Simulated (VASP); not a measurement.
Runs of VASP 6.6.1 on NaCl. The structure is that of space group I4/mmm (No. 139), or close to it. The cells are those of the table. 

```csv
cell,gap on the mesh (eV),pressure (GPa)
"a = 3.882, b = 4.132, c = 4.013 Å, angles 56.9, 63.1, 60.0°, 2 atoms",5.06,(b)
"a = 3.955, b = 4.055, c = 4.006 Å, angles 58.8, 61.2, 60.0°, 2 atoms",5.05,(a)
"a = 4.106, b = 3.906, c = 4.010 Å, angles 62.5, 57.5, 60.0°, 2 atoms",5.05,0.9
"a = 3.930, b = 4.080, c = 4.008 Å, angles 58.1, 61.9, 60.0°, 2 atoms",5.05,0.7
```

Alike in all rows: task single point; level PBE; potentials or basis VASP PAW PBE potentials, release 64 (Na_pv, Cl); no spin polarisation; k mesh 8 × 8 × 8; cutoff (eV) 520; smearing gaussian 0.05 eV.

**Question.** Fill in the values left out.

**Answer.** (a) 0.5; (b) 1.3.

A k mesh can miss the band edges.
